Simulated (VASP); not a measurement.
Here is a VASP 6.6.1 calculation.

The input INCAR:

```
SYSTEM = InAs
PREC = Accurate
ENCUT = 500
EDIFF = 1E-6
ISMEAR = 0
SIGMA = 0.1
LREAL = .FALSE.
LASPH = .TRUE.
NELM = 120
ALGO = Normal
ISIF = 2
LWAVE = .FALSE.
LCHARG = .TRUE.
GGA = PS
LELF = .TRUE.
LVHAR = .TRUE.
NBANDS = 16
GGA_COMPAT = .FALSE.
```

The input KPOINTS:

```
regular mesh
0
G
  14 14 14
  0 0 0
```

The input POSCAR:

```
InAs
1.0
    0.0000000000      2.6342859652      2.6342859652
    2.6342859652      0.0000000000      2.6342859652
    2.6342859652      2.6342859652      0.0000000000
In As
1 1
Direct
    0.5000000000      0.5000000000      0.5000000000
    0.0000000000      0.0000000000      0.0000000000
```

Potentials or basis: VASP PAW PBE potentials, release 64 (In_d, As).

Command:

```console
$ cat potpaw_PBE.64/In_d/POTCAR potpaw_PBE.64/As/POTCAR > POTCAR
$ mpirun -np 1 vasp_std > vasp.out
```

Problem. Predict the band gap on the k mesh.

Solution. Zero (bands 9 and 10 overlap by 3.24 eV).

Problem. What does it give for the pressure?

Solution. 25.5 GPa.

Caveat: the cell stands under pressure; the PAW data sets were made with another functional, which shifts forces and pressure a little; spin-orbit coupling is left out, which moves the levels of the heavy elements.
